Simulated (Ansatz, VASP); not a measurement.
CuI in VASP and in Ansatz

```xyz
2
Lattice="0.0000 3.0120 3.0120 3.0120 0.0000 3.0120 3.0120 3.0120 0.0000" Properties=species:S:1:pos:R:3 pbc="T T T"
Cu    0.0000    0.0000    0.0000
I     1.5060    1.5060    1.5060
```

Alike in both runs: task single point; functional PBE-based screened hybrid with a share of 0.4 of exact exchange and HFSCREEN = 0.5; k mesh 4 × 4 × 4; no spin polarisation.

|  | VASP | Ansatz |
| --- | --- | --- |
| version | VASP 6.6.1 | Ansatz 0.2.0 |
| potentials or method | VASP PAW PBE potentials, release 64 (Cu, I) | plane waves |
| plane-wave cutoff (eV) | 520 | 420 |
| occupations | gaussian, width 0.01 eV | fixed |
| valence electrons in the cell | 18 | 36 |

Ansatz gave:

```
gap on the k mesh at the Fermi level (eV) : 2.71
pressure (GPa)                            : 2.2
```

Estimate VASP's values.

gap on the k mesh at the Fermi level (eV): 2.62; pressure (GPa): 2.0.

VASP's potentials were made for PBE, not for PBE-based screened hybrid. VASP's potentials hold 18 valence electrons a cell and Ansatz's 36, so a difference there can come from the potentials and not from the codes. Ansatz's warnings: stress exchange threshold loose, stress scf threshold loose.

The k mesh is coarse, so the values compare programs but aren't converged. Neither program's run includes spin-orbit coupling.
